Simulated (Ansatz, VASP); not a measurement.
# One calculation of KTaO3, two programs

INCAR

```
PREC = Accurate ; ENCUT = 520
EDIFF = 1E-7 ; ISMEAR = -1
SIGMA = 0.01 ; LREAL = F
LASPH = T ; NELM = 60
ALGO = Normal ; ISIF = 2
LWAVE = F ; LCHARG = F
GGA = PE ; NBANDS = 27
```

The input KPOINTS:

```
regular mesh
0
Gamma
  5 5 5
```

The input POSCAR:

```
KTaO3
1.0
    3.9883000000      0.0398830000      0.0398830000
    0.0398830000      3.9883000000      0.0398830000
    0.0398830000      0.0398830000      3.9883000000
K Ta O
1 1 3
Direct
    0.5000000000      0.5000000000      0.5000000000
    0.0000000000      0.0000000000      0.0000000000
    0.5000000000      0.0000000000      0.0000000000
    0.0000000000      0.5000000000      0.0000000000
    0.0000000000      0.0000000000      0.5000000000
```

Input for Ansatz:

```yaml
crystal:
  lattice:
    - [3.9883, 0.039883, 0.039883]
    - [0.039883, 3.9883, 0.039883]
    - [0.039883, 0.039883, 3.9883]
  atoms:
    - { symbol: K, position: [0.5, 0.5, 0.5] }
    - { symbol: Ta, position: [0.0, 0.0, 0.0] }
    - { symbol: O, position: [0.5, 0.0, 0.0] }
    - { symbol: O, position: [0.0, 0.5, 0.0] }
    - { symbol: O, position: [0.0, 0.0, 0.5] }
kpoints:
  mp_grid: { grid: [5, 5, 5] }
  band_path:
    path:
      - [0.0, 0.0, 0.0]
      - [0.5, 0.5, 0.5]
      - [0.5193194925, 0.4806805075, 0.5]
      - [0.5, -0.4806805075, 0.4806805075]
      - [0.5, 0.0, 0.0]
      - [0.0, 0.0, 0.0]
      - [0.4903402537, -0.4903402537, 0.0]
      - [0.5096597463, 0.0, 0.4903402537]
      - [0.5, 0.0, 0.5]
    npoints: 5
scf:
  occupations: { method: fermi_dirac, width: 0.01 }
hamiltonian:
  xc: pbe
  pseudopotentials: { kind: all_electron, lapw: { basis_error: 0.0005 } }
output:
  forces: true
  stress: true
  eigenvalues: true
```

Change from the starting cell: equal xy, yz and zx shear strains of +2 %.

Alike in both runs: task single point; functional PBE; k mesh 5 × 5 × 5; occupations fermi-dirac, width 0.01 eV; no spin polarisation.

|  | VASP | Ansatz |
| --- | --- | --- |
| version | VASP 6.6.1 | Ansatz 0.2.0 |
| potentials or method | VASP PAW PBE potentials, release 64 (K_sv, Ta_pv, O), cutoff 520 eV | all-electron LAPW, scalar-relativistic |

```csv
,VASP,Ansatz,Ansatz less VASP
gap on the k mesh at the Fermi level (eV),2.24,2.29,+0.056
pressure (GPa),6.1,5.5,-0.60
"traceless stress, the component that is largest in VASP (GPa)",-2.01,-2.00,+0.005
```

Ansatz ran all-electron here, and VASP with PAW potentials.

Neither program's run includes spin-orbit coupling.
